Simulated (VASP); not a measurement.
**Os7Ru3Au6: single point with PBE**

Os7Ru3Au6:

```
Ru Os Au
1.0
    -3.96233    3.92711   -3.95539
     4.00240    3.97272    3.96094
     3.94615   -3.93266   -3.94476
Ru Os Au
3 7 6
Direct
  0.75081 0.77058 0.50275
  0.74914 0.24096 0.98122
  0.26465 0.75246 0.02115
  0.99394 0.23795 0.75852
  0.51217 0.98560 0.50248
  0.52487 0.77242 0.77028
  0.73837 0.97221 0.23919
  0.97345 0.98739 0.98630
  0.99115 0.75691 0.23418
  0.50686 0.52085 0.00486
  0.24897 0.99558 0.74860
  0.75331 0.49793 0.75221
  0.24678 0.24906 0.50079
  0.00054 0.50028 0.49949
  0.50230 0.24684 0.24518
  0.24881 0.50012 0.24682
```

```yaml
Program: VASP 6.6.1
Task: single point
Functional: PBE
Potentials_or_basis: VASP PAW PBE potentials, release 64 (Ru_pv, Os, Au)
Cutoff: 520 eV
k_mesh: 3 × 3 × 3
Occupations: gaussian, width 0.1 eV
Spin: no spin polarisation
Dipole_correction: no
Further_INCAR_settings: LREAL = Auto; ALGO = Fast; EDIFF = 1e-06; NBANDS = 96; ISYM = 0
```

| Item | Value |
| --- | --- |
| Pressure | -0.2 GPa |
| Largest force | 0.040 eV/Å |
| Band gap on the k mesh | zero (bands 82 and 83 overlap by 0.34 eV) |

Forces on the atoms (eV/Å):
```
Ru   0.007 -0.017 -0.004
Ru   0.020 -0.002  0.007
Ru   0.010 -0.009 -0.006
Os   0.008 -0.005 -0.013
Os  -0.004  0.000  0.006
Os  -0.001  0.028 -0.007
Os  -0.033 -0.019  0.013
Os  -0.005 -0.006  0.002
Os  -0.015  0.001  0.021
Os   0.013  0.024 -0.017
Au   0.007 -0.005 -0.005
Au  -0.012  0.008  0.007
Au  -0.004  0.009 -0.006
Au   0.006  0.001  0.007
Au   0.000  0.005  0.000
Au   0.002 -0.012 -0.004
```

Levels at points of the mesh, in eV from the Fermi level:
| k point | band 79 | band 80 | band 81 | band 82 | band 83 | band 84 | band 85 | band 86 |
| --- | --- | --- | --- | --- | --- | --- | --- | --- |
| (0.00, 0.00, 0.00) | -0.72 | -0.60 | -0.35 | 0.29 | 0.41 | 0.55 | 0.61 | 0.97 |

Run time: 32 min on 1 thread of AMD EPYC 7R13, with other jobs on the host, peak memory 0.51 GiB.

Caveat: the k points lie up to 0.37 Å⁻¹ apart; spin-orbit coupling is left out, which moves the levels of the heavy elements.
